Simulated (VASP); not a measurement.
Input of a VASP 6.6.1 run:

The input INCAR:

```
SYSTEM = Yb
PREC = Accurate ; ENCUT = 520
EDIFF = 1E-6 ; ISMEAR = -1
SIGMA = 0.1 ; LREAL = .FALSE.
LASPH = .TRUE. ; NELM = 80
ALGO = Normal ; ISIF = 2
LWAVE = .FALSE. ; LCHARG = .FALSE.
GGA = B5 ; ALDAX = 1.0
AGGAX = 1.0 ; AGGAC = 1.0
ALDAC = 0.0 ; NBANDS = 18
```

The input KPOINTS:

```
Automatic mesh
0
G
  17 17 17
  0 0 0
```

The input POSCAR:

```
Yb
1.0
    0.0000000000      2.6869504584      2.6869504584
    2.6869504584      0.0000000000      2.6869504584
    2.6869504584      2.6869504584      0.0000000000
Yb
1
Direct
    0.0000000000      0.0000000000      0.0000000000
```

Potentials or basis: VASP PAW PBE potentials, release 64 (Yb).

The run is started by

```sh
$ cat potpaw_PBE.64/Yb/POTCAR > POTCAR
$ mpirun -np 1 vasp_std > vasp.out
```

Estimate the band gap on the k mesh.

zero (bands 12 and 13 overlap by 0.01 eV).

Predict the pressure.

-1.7 GPa.

Caveat: the PAW data sets were made with another functional, which shifts forces and pressure a little; spin-orbit coupling is left out, which moves the levels of the heavy elements. Spin polarisation is off, so any magnetic state and its effect on volume and gap are missing.
